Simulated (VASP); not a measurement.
A run of VASP 6.6.1:

POSCAR

```
O
1.0
    2.5609995414      0.0000000000      0.0000000000
   -1.2804997707      2.2178906619      0.0000000000
    0.0000000000      0.0000000000      6.5750000000
O
4
Direct
    0.3333333333      0.6666666667      0.1610000000
    0.6666666667      0.3333333333      0.6610000000
    0.3333333333      0.6666666667      0.3390000000
    0.6666666667      0.3333333333      0.8390000000
```

The input INCAR.step1:

```
SYSTEM = O
PREC = Accurate ; ENCUT = 520
EDIFF = 1E-6 ; ISMEAR = -1
SIGMA = 0.03 ; LREAL = .FALSE.
LASPH = .TRUE. ; NELM = 60
ALGO = Normal ; ISIF = 2
LWAVE = .FALSE. ; LCHARG = .TRUE.
GGA = PS ; NBANDS = 20
```

The input KPOINTS.step1:

```
regular mesh
0
G
  13 13 5
  0 0 0
```

File INCAR.step2:

```
SYSTEM = O
PREC = Accurate ; ENCUT = 520
EDIFF = 1E-6 ; ISMEAR = -5
SIGMA = 0.03 ; LREAL = .FALSE.
LASPH = .TRUE. ; NELM = 60
ALGO = Normal ; ISIF = 2
LWAVE = .FALSE. ; LCHARG = .FALSE.
GGA = PS ; LORBIT = 11
NBANDS = 20 ; NEDOS = 1001
ICHARG = 11
```

File KPOINTS.step2:

```
regular mesh
0
G
  20 20 8
  0 0 0
```

Potentials or basis: VASP PAW PBE potentials, release 64 (O).

Launch:

```sh
$ cat potpaw_PBE.64/O/POTCAR > POTCAR
$ cp INCAR.step1 INCAR
$ cp KPOINTS.step1 KPOINTS
$ mpirun -np 1 vasp_std > vasp.out
$ cp INCAR.step2 INCAR
$ cp KPOINTS.step2 KPOINTS
$ mpirun -np 1 vasp_std > vasp.out
```

Hardware: 1 thread of Intel(R) Xeon(R) Platinum 8488C (Sapphire Rapids), with other jobs on the host.

Problem. Estimate the wall time of this run.

Solution. Wall time 2.1 min on 1 thread of Intel(R) Xeon(R) Platinum 8488C (Sapphire Rapids) (shared host), peak memory 0.22 GiB. Counts: k points 220.
